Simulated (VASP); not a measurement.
Wanted: the native input for a VASP 6.6.1 run.

| Quantity | Value |
| --- | --- |
| Task | single point |
| Functional | PBE |
| Potentials or basis | VASP PAW PBE potentials, release 64 (Si, C) |
| Cutoff | 600 eV |
| k mesh | 10 × 10 × 10 |
| Occupations | gaussian, width 0.02 eV |
| Spin | no spin polarisation |
| Dipole correction | no |
| Further INCAR settings | ALGO = Normal; EDIFF = 1e-06; NBANDS = 11 |

The structure of SiC (pbe) lies in POSCAR:

```
SiC
1.0
    0.0000000000      2.1898722361      2.1898722361
    2.1898722361      0.0000000000      2.1898722361
    2.1898722361      2.1898722361      0.0000000000
Si C
1 1
Direct
    0.0000000000      0.0000000000      0.0000000000
    0.2500000000      0.2500000000      0.2500000000
```

The input as run:

INCAR

```
SYSTEM = SiC
PREC = Accurate ; ENCUT = 600
EDIFF = 1E-6 ; ISMEAR = 0
SIGMA = 0.02 ; LREAL = .FALSE.
LASPH = .TRUE. ; NELM = 120
ALGO = Normal ; ISIF = 2
LWAVE = .FALSE. ; LCHARG = .FALSE.
GGA = PE ; NBANDS = 11
GGA_COMPAT = .FALSE.
```

KPOINTS

```
Automatic mesh
0
G
  10 10 10
  0 0 0
```

Potentials or basis: VASP PAW PBE potentials, release 64 (Si, C).

Run with:

```console
$ cat potpaw_PBE.64/Si/POTCAR potpaw_PBE.64/C/POTCAR > POTCAR
$ mpirun -np 1 vasp_std > vasp.out
```

Results of the run:

```json
{
  "Pressure": "-0.2 GPa",
  "Band gap on the k mesh": "1.37 eV, indirect (least direct gap 4.53 eV)"
}
```

Wall time 10 s on 1 thread of AMD EPYC 9R45 96-Core Processor (Zen 5), on a shared host, peak memory 0.12 GiB.
